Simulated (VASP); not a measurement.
Crystal: Cd.

```
CELL_PARAMETERS angstrom
2.85668 0.00000 0.00000
0.00000 2.85668 0.00000
0.00000 0.00000 2.85668
ATOMIC_POSITIONS crystal
Cd 0.00000 0.00000 0.00000
```

This isn't the form of Cd at room conditions, which is hcp.

| Quantity | Value |
| --- | --- |
| Program | VASP 6.6.1 |
| Task | relaxation of cell and atoms |
| Functional | r2SCAN |
| Potentials or basis | VASP PAW PBE potentials, release 64 (Cd_sv_GW) |
| Cutoff | 700 eV |
| k mesh | 11 × 11 × 11 |
| Occupations | fermi-dirac, width 0.1 eV |
| Spin | no spin polarisation |

At the start: pressure 4.4 GPa; volume 23.31 Å³/atom.

**Question.** Where does the relaxation end?

**Answer.** Over 3 steps the energy falls by 27.0 meV/atom and the volume is 25.44 Å³/atom (+9.1 %); space group Pm-3m (No. 221, to 0.1 Å) before and after.

The path:
```
step  energy change (eV)  largest force (eV/Å)  pressure (GPa)  volume (Å³)
   1              0.0000                0.0000            4.44        23.31
   2             -0.0270                0.0000           -0.17        25.56
   3             -0.0270                0.0000            0.01        25.44
```

Final structure:
```
Cd
1.0
     2.94122    0.00000    0.00000
     0.00000    2.94122    0.00000
     0.00000    0.00000    2.94122
Cd
1
Direct
  0.00000 0.00000 0.00000
```

Caveat: the PAW data sets were made with another functional, which shifts forces and pressure a little.
